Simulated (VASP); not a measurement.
Here is a VASP 6.6.1 calculation.

INCAR

```
ALGO = Normal ; EDIFF = 1E-7
ENCUT = 520 ; GGA = PE
ISIF = 2 ; ISMEAR = -1
ISYM = 0 ; LASPH = T
LCHARG = F ; LREAL = F
LWAVE = F ; NBANDS = 69
NELM = 80 ; PREC = Accurate
SIGMA = 0.05
```

The input KPOINTS:

```
k-points
0
Gamma
  1 1 1
```

File POSCAR:

```
Ba3Ca4O7
1.0
    6.1422690000      0.0463550000      0.2046950000
    0.0463550000      6.1618090000      0.0560510000
    0.2046950000      0.0560510000      6.1205050000
Ba O Ca
3 7 4
Direct
    0.8817117917      0.9085425752      0.7985661779
    0.2296990093      0.3776445313      0.6339196533
    0.2220616895      0.8753219219      0.3250046219
    0.1527011671      0.1534468884      0.9516711420
    0.9450316616      0.6491788815      0.4687834776
    0.6189528428      0.6622898034      0.0843190949
   -0.0385688428      0.1557662369      0.4501803358
    0.4824517836      0.9614647219      0.5757965189
    0.6057182461      0.1346447542      0.0646138726
    0.1546457594      0.6002335070     -0.0404244261
    0.4008200195      0.4042493841      0.1032005633
    0.8925370674      0.4130120973      0.1524466337
    0.7351898222      0.9120812101      0.3300755829
    0.4020308906      0.8890863800      0.9013826647
```

Potentials or basis: VASP PAW PBE potentials, release 64 (Ba_sv, O, Ca_sv).

Launch:

```sh
$ cat potpaw_PBE.64/Ba_sv/POTCAR potpaw_PBE.64/O/POTCAR potpaw_PBE.64/Ca_sv/POTCAR > POTCAR
$ mpirun -np 1 vasp_gam > vasp.out
```

Estimate the band gap on the k mesh.

2.82 eV.

Estimate the largest force.

1.573 eV/Å.

What does it give for the pressure?

18.1 GPa.

Stress tensor (GPa, compression positive):
```
19.02  0.63 -1.09
 0.63 14.31 -0.48
-1.09 -0.48 20.85
```

Caveat: the k points lie up to 1.03 Å⁻¹ apart; spin-orbit coupling is left out, which moves the levels of the heavy elements.
